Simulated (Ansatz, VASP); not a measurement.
**Two plane-wave programs on GaP**

```
CELL_PARAMETERS angstrom
0.00000 2.75330 2.75330
2.75330 0.00000 2.75330
2.75330 2.75330 0.00000
ATOMIC_POSITIONS crystal
Ga 0.00000 0.00000 0.00000
P 0.25000 0.25000 0.25000
```

Alike in both runs: task single point; functional PBE; k mesh 8 × 8 × 8; occupations gaussian, width 0.02 eV; no spin polarisation.

|  | VASP | Ansatz |
| --- | --- | --- |
| version | VASP 6.6.1 | Ansatz 0.2.0 |
| potentials or method | VASP PAW PBE potentials, release 64 (Ga_d, P), cutoff 500 eV | scalar-relativistic, plane waves, PAW |
| valence electrons in the cell | 18 | 18 |

```csv
,VASP,Ansatz,Ansatz less VASP
gap on the k mesh at the Fermi level (eV),1.57,1.58,+0.004
least direct gap on the mesh (eV),1.57,1.58,+0.004
pressure (GPa),-0.1,0.0,+0.10
```
